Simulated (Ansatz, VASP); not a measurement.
## One calculation of H8C3, two programs

```
C H
1.0
     8.26947    0.00000    0.00000
     0.00000    8.26947    0.00000
     0.00000    0.00000    8.26947
C H
9 24
Direct
  0.66732 0.41367 0.48266
  0.61602 0.27054 0.42811
  0.54448 0.30752 0.94952
  0.47134 0.41328 0.04675
  0.06774 0.08667 0.37664
  0.13103 0.93886 0.38929
  0.84606 0.87552 0.11746
  0.04793 0.63712 0.80821
  0.08667 0.47589 0.20301
  0.67164 0.52032 0.40479
  0.70814 0.42994 0.60721
  0.57358 0.25555 0.30440
  0.61492 0.16301 0.50455
  0.59855 0.34470 0.83540
  0.55170 0.17929 0.97974
  0.45979 0.54077 0.01513
  0.41927 0.37653 0.16206
  0.03545 0.13834 0.25968
  0.03876 0.15989 0.48270
  0.15051 0.86289 0.28356
  0.15660 0.88355 0.50697
  0.79384 0.96794 0.19632
  0.76076 0.84201 0.02189
  0.87631 0.76907 0.19027
  0.95691 0.92332 0.06324
  0.10683 0.72314 0.88980
  0.96097 0.56521 0.87721
  0.13900 0.55720 0.75476
  0.98480 0.70367 0.71272
  0.99504 0.53275 0.27978
  0.02793 0.39208 0.11895
  0.17195 0.40992 0.27963
  0.15137 0.56766 0.13346
```

Alike in both runs: functional PBE; dispersion D3(BJ); k mesh 1 × 1 × 1; occupations fermi-dirac, width 0.02 eV; no spin polarisation.

Ansatz relaxed the structure, and its values are those at the end. VASP's run is a single point on that final structure, the one shown.

|  | VASP | Ansatz |
| --- | --- | --- |
| version | VASP 6.6.1 | Ansatz 0.2.0 |
| potentials or method | VASP PAW PBE potentials, release 64 (C, H), cutoff 520 eV | scalar-relativistic, plane waves, PAW |
| valence electrons in the cell | 60 | 60 |

VASP gave:

- rms of the force components (eV/Å): 0.062

Question: Which values does Ansatz return?

Answer: rms of the force components (eV/Å): 0.065.
